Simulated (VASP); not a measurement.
# Fe (Pm-3n) in VASP: single point with PBE

Aim: the single point of Fe with PBE.

All numbers are computed with VASP 6.6.1; they aren't measurements. Logs are shortened: lines on timing, memory, paths and dates and some standing lists are left out, and cuts for length are marked.

### 1 The cell of the first run

Symmetry: Pm-3n, No. 223, cubic system. Conventional cell: a = 4.514 Å, b = 4.514 Å, c = 4.514 Å, α = 90.00°, β = 90.00°, γ = 90.00°. Within 3.3 Å of Fe (site symmetry m-3) lie 12 Fe at 2.52 Å. Fe (site symmetry -4m2) has 14 Fe at 2.26 to 2.76 Å within 3.0 Å.

### 2 Single point, PBE, collinear spin, ferromagnetic start

The input, INCAR:

```
PREC     = Accurate       # precision mode
ENCUT    = 600            # plane-wave cutoff, eV
EDIFF    = 1E-6           # SCF threshold, eV
ISMEAR   = 0              # smearing method
SIGMA    = 0.1            # smearing width, eV
LREAL    = F              # projectors in reciprocal space
LASPH    = T              # aspherical terms in the spheres
NELM     = 200            # most SCF steps
ALGO     = Normal         # electronic algorithm
ISIF     = 2              # what is computed and relaxed
LWAVE    = F              # write WAVECAR
LCHARG   = F              # write CHGCAR
ISPIN    = 2              # spin polarisation
MAGMOM   = 2.52 2.52 2.56 2.56 2.56 2.56 2.56 2.56 # initial moments
LORBIT   = 11             # projections on sites
LMAXMIX  = 4              # l up to which the mixer works
GGA      = PE             # functional
NBANDS   = 46             # bands
GGA_COMPAT= F
```

The input, KPOINTS:

```
Automatic mesh
0
Gamma
  8 8 8
```

The input, POSCAR:

```
Fe
1.0
    4.5138390672      0.0000000000      0.0000000000
    0.0000000000      4.5138390672      0.0000000000
    0.0000000000      0.0000000000      4.5138390672
Fe
8
Direct
    0.5000000000      0.5000000000      0.5000000000
    0.0000000000      0.0000000000      0.0000000000
    0.2500000000      0.0000000000      0.5000000000
    0.5000000000      0.2500000000      0.0000000000
    0.5000000000      0.7500000000      0.0000000000
    0.7500000000      0.0000000000      0.5000000000
    0.0000000000      0.5000000000      0.7500000000
    0.0000000000      0.5000000000      0.2500000000
```

Potentials or basis: VASP PAW PBE potentials, release 64 (Fe).

Started as:

```
cat potpaw_PBE.64/Fe/POTCAR > POTCAR
mpirun -np 1 vasp_std > vasp.out
```

OUTCAR:

```text
PREC = Accurate
   ENCUT = 600
   EDIFF = 1E-6
   ISMEAR = 0
   LREAL = F
   LASPH = T
   NELM = 200
   ISIF = 2
   ISPIN = 2
   LORBIT = 11
   GGA = PE

 ion  position               nearest neighbor table
   1  0.500  0.500  0.500-   3 2.52   4 2.52   5 2.52   6 2.52   7 2.52   8 2.52   4 2.52   5 2.52
                             3 2.52   6 2.52   7 2.52   8 2.52
   2  0.000  0.000  0.000-   3 2.52   4 2.52   5 2.52   6 2.52   7 2.52   8 2.52   3 2.52   6 2.52
                             7 2.52   8 2.52   4 2.52   5 2.52
   3  0.250  0.000  0.500-   6 2.26   6 2.26   1 2.52   2 2.52   1 2.52   2 2.52   8 2.76   7 2.76
                             8 2.76   7 2.76   4 2.76   5 2.76   4 2.76   5 2.76
   4  0.500  0.250  0.000-   5 2.26   5 2.26   1 2.52   1 2.52   2 2.52   2 2.52   8 2.76   7 2.76
                             7 2.76   8 2.76   6 2.76   3 2.76   3 2.76   6 2.76
   5  0.500  0.750  0.000-   4 2.26   4 2.26   1 2.52   1 2.52   2 2.52   2 2.52   8 2.76   7 2.76
                             7 2.76   8 2.76   6 2.76   3 2.76   3 2.76   6 2.76
   6  0.750  0.000  0.500-   3 2.26   3 2.26   1 2.52   2 2.52   1 2.52   2 2.52   8 2.76   7 2.76
                             8 2.76   7 2.76   5 2.76   4 2.76   4 2.76   5 2.76
   7  0.000  0.500  0.750-   8 2.26   8 2.26   1 2.52   2 2.52   2 2.52   1 2.52   3 2.76   4 2.76
                             5 2.76   3 2.76   6 2.76   6 2.76   4 2.76   5 2.76
   8  0.000  0.500  0.250-   7 2.26   7 2.26   1 2.52   2 2.52   2 2.52   1 2.52   3 2.76   4 2.76
                             5 2.76   3 2.76   6 2.76   6 2.76   4 2.76   5 2.76

  LATTYP: Found a simple cubic cell.
 ALAT       =     4.5138390672

  Lattice vectors:

 A1 = (   4.5138390672,   0.0000000000,   0.0000000000)
 A2 = (   0.0000000000,   4.5138390672,   0.0000000000)
 A3 = (   0.0000000000,   0.0000000000,   4.5138390672)

Analysis of symmetry for initial positions (statically):
=====================================================================
 Subroutine PRICEL returns:
 Original cell was already a primitive cell.

 Routine SETGRP: Setting up the symmetry group for a
 simple cubic supercell.

 Subroutine GETGRP returns: Found 48 space group operations
 (whereof 24 operations were pure point group operations)
 out of a pool of 48 trial point group operations.

The static configuration has the point symmetry T_h .
 The point group associated with its full space group is O_h .

Analysis of symmetry for dynamics (positions and initial velocities):
=====================================================================
 Subroutine PRICEL returns:
 Original cell was already a primitive cell.

 Routine SETGRP: Setting up the symmetry group for a
 simple cubic supercell.

 Subroutine GETGRP returns: Found 48 space group operations
 (whereof 24 operations were pure point group operations)
 out of a pool of 48 trial point group operations.

The dynamic configuration has the point symmetry T_h .
 The point group associated with its full space group is O_h .

Analysis of structural, dynamic, and magnetic symmetry:
=====================================================================
 Subroutine PRICEL returns:
 Original cell was already a primitive cell.

 Routine SETGRP: Setting up the symmetry group for a
 simple cubic supercell.

 Subroutine GETGRP returns: Found 48 space group operations
 (whereof 24 operations were pure point group operations)
 out of a pool of 48 trial point group operations.

The overall configuration has the point symmetry T_h .
 The point group associated with its full space group is O_h .

 Subroutine INISYM returns: Found 48 space group operations
 (whereof 24 operations are pure point group operations),
 and found     1 'primitive' translations

----------------------------------------------------------------------------------------

                                     Primitive cell

  volume of cell :      91.9683

  direct lattice vectors                    reciprocal lattice vectors
     4.513839067  0.000000000  0.000000000     0.221540907  0.000000000  0.000000000
     0.000000000  4.513839067  0.000000000     0.000000000  0.221540907  0.000000000
     0.000000000  0.000000000  4.513839067     0.000000000  0.000000000  0.221540907

  length of vectors
     4.513839067  4.513839067  4.513839067     0.221540907  0.221540907  0.221540907

  position of ions in fractional coordinates (direct lattice)
     0.500000000  0.500000000  0.500000000
     0.000000000  0.000000000  0.000000000
     0.250000000  0.000000000  0.500000000
[... 80 lines left out ...]
   ISTART =      0    job   : 0-new  1-cont  2-samecut
   ICHARG =      2    charge: 1-file 2-atom 10-const
   ISPIN  =      2    spin polarized calculation?
   LNONCOLLINEAR =      F non collinear calculations
   LSORBIT =      F    spin-orbit coupling
   LASPH  =      T    aspherical Exc in radial PAW
   ENCUT  =  600.0 eV  44.10 Ry    6.64 a.u.   9.02  9.02  9.02*2*pi/ulx,y,z
   NELM   =    200;   NELMIN=  2; NELMDL= -5     # of ELM steps
   EDIFF  = 0.1E-05   stopping-criterion for ELM
   LREAL  =      F    real-space projection
   EDIFFG = 0.1E-04   stopping-criterion for IOM
   NSW    =      0    number of steps for IOM
   IBRION =     -1    ionic relax: 0-MD 1-quasi-New 2-CG
   NFREE  =      0    steps in history (QN), initial steepest desc. (CG)
   ISIF   =      2    stress and relaxation
   ISYM   =      2    0-nonsym 1-usesym 2-fastsym
   POTIM  = 0.5000    time-step for ionic-motion
   TEBEG  =    0.0;   TEEND  =   0.0 temperature during run
   PSTRESS=    0.0 pullay stress
   NELECT =      64.0000    total number of electrons
   NUPDOWN=      -1.0000    fix difference up-down
   EMIN   =  10.00;   EMAX   =-10.00  energy-range for DOS
   EFERMI =   0.00;   METHOD = LEGACY
   ISMEAR =     0;   SIGMA  =   0.10  broadening in eV -4-tet -1-fermi 0-gaus
   EFERMI_NEDOS =   21; number of points for ismear=-14 and -15
   IALGO  =     38    algorithm
   IMIX   =      4    mixing-type and parameters
     AMIX     =   0.40;   BMIX     =  1.00
     AMIX_MAG =   1.60;   BMIX_MAG =  1.00
  volume/ion in A,a.u.               =      11.50        77.58
  Fermi-wavevector in a.u.,A,eV,Ry     =   1.450737  2.741496 28.635345  2.104638
  Thomas-Fermi vector in A             =   2.568315
   LORBIT       =     11    0 simple, 1 ext, 2 COOP (PROOUT), +10 PAW based schemes
   GGA     = PE    functional components
   LHFCALC =     F    Hartree Fock is set to
   AEXX    =    0.0000 exact exchange contribution
   IVDW    =     0    specifies the selected vdW correction
   LEPSILON=     F    determine dielectric tensor
   LRPA    =     F    only Hartree local field effects (RPA)
 spin polarized calculation
 Gauss-broadening in eV      SIGMA  =   0.10
  energy-cutoff  :      600.00
  volume of cell :       91.97
 maximum number of plane-waves:      3112
   NGX = 19   NGY = 19   NGZ = 19

 number of electron      64.0000033 magnetization      17.4032016

 Free energy of the ion-electron system (eV)
  ---------------------------------------------------
  ext. energy  EPLUGINS =         0.00000000
  ---------------------------------------------------
  free energy    TOTEN  =       -65.24098892 eV

  energy without entropy =      -65.19639314  energy(sigma->0) =      -65.21869103

 E-fermi :   5.6692     XC(G=0): -13.0367

 val. band max:        5.6669837828   @ k =   0.3750   0.2500   0.0000
 cond. band min:       5.6758727696   @ k =   0.5000   0.2500   0.1250
 fundamental gap:      0.0088889867
 Fermi energy:         5.6692234601

 spin component 1

 k-point     1 :       0.0000    0.0000    0.0000
  band No.  band energies     occupation
      1      -2.6424      1.00000
      2       0.9412      1.00000
      3       0.9412      1.00000
      4       1.6068      1.00000
      5       1.6484      1.00000
      6       1.6484      1.00000
[... 1117 lines left out ...]
     43       6.0365      0.00000
     44       6.1605      0.00000

 [... further k-points ...]

 spin component 2

 k-point     1 :       0.0000    0.0000    0.0000
  band No.  band energies     occupation
      1      -2.4875      1.00000
      2       2.0258      1.00000
      3       2.0258      1.00000
      4       2.5836      1.00000
      5       3.3995      1.00000
      6       3.3996      1.00000
[... 1117 lines left out ...]
     43       8.1440      0.00000
     44       8.3106      0.00000

 [... further k-points ...]

 [bands above 44 left out]

------------------------ aborting loop because EDIFF is reached ----------------------------------------

  FORCE on cell =-STRESS in cart. coord.  units (eV):
  Direction    XX          YY          ZZ          XY          YZ          ZX
  --------------------------------------------------------------------------------------
  -------------------------------------------------------------------------------------
  Total        0.0867573      0.0867573      0.0867573     -0.0000000      0.0000000      0.0000000
  in kB        1.5113971      1.5113971      1.5113971     -0.0000000      0.0000000      0.0000000
  external PRESSURE =       1.5113971 kB  Pullay stress =       0.0000000 kB

 VOLUME and BASIS-vectors are now :
 -----------------------------------------------------------------------------
  energy-cutoff  :      600.00
  volume of cell :       91.97
      direct lattice vectors                 reciprocal lattice vectors
     4.513839067  0.000000000  0.000000000     0.221540907  0.000000000  0.000000000
     0.000000000  4.513839067  0.000000000     0.000000000  0.221540907  0.000000000
     0.000000000  0.000000000  4.513839067     0.000000000  0.000000000  0.221540907

 POSITION                                       TOTAL-FORCE (eV/Angst)
 -----------------------------------------------------------------------------------
      2.25692      2.25692      2.25692        -0.000000      0.000000      0.000000
      0.00000      0.00000      0.00000        -0.000000      0.000000      0.000000
      1.12846      0.00000      2.25692        -0.000000     -0.000000     -0.000000
      2.25692      1.12846      0.00000         0.000000     -0.000000      0.000000
      2.25692      3.38538      0.00000        -0.000000      0.000000      0.000000
      3.38538      0.00000      2.25692         0.000000     -0.000000     -0.000000
      0.00000      2.25692      3.38538         0.000000     -0.000000      0.000000
      0.00000      2.25692      1.12846         0.000000      0.000000     -0.000000
 -----------------------------------------------------------------------------------
    total drift:                                0.000000      0.000000     -0.000000

  FREE ENERGIE OF THE ION-ELECTRON SYSTEM (eV)
  ---------------------------------------------------
  free  energy   TOTEN  =       -65.2409889160 eV

  energy  without entropy=      -65.1963931440  energy(sigma->0) =      -65.21869103

 total charge

# of ion       s       p       d       tot
------------------------------------------
    1        0.493   0.547   6.247   7.287
    2        0.493   0.547   6.247   7.287
    3        0.484   0.526   6.255   7.265
    4        0.484   0.526   6.255   7.265
    5        0.484   0.526   6.255   7.265
    6        0.484   0.526   6.255   7.265
    7        0.484   0.526   6.255   7.265
    8        0.484   0.526   6.255   7.265
--------------------------------------------------
tot          3.891   4.248  50.024  58.164

 magnetization (x)

# of ion       s       p       d       tot
------------------------------------------
    1       -0.026  -0.063   2.203   2.114
    2       -0.026  -0.063   2.203   2.114
    3       -0.017  -0.054   2.265   2.194
    4       -0.017  -0.054   2.265   2.194
    5       -0.017  -0.054   2.265   2.194
    6       -0.017  -0.054   2.265   2.194
    7       -0.017  -0.054   2.265   2.194
    8       -0.017  -0.054   2.265   2.194
--------------------------------------------------
tot         -0.157  -0.447  17.995  17.390
```

Run time: 3.8 min. Hardware: 1 thread of Intel Xeon Platinum 8488C (Sapphire Rapids), shared host; peak memory 0.39 GiB.

What came out:

- Free energy: -65.2410 eV
- Pressure: 0.2 GPa
- Net moment: 17.40 μB per cell
- Site moments: Fe +2.11, +2.19 (each value once) μB
- Valence electrons inside the program's atomic spheres: Fe 7.29, 7.26 (each value once)
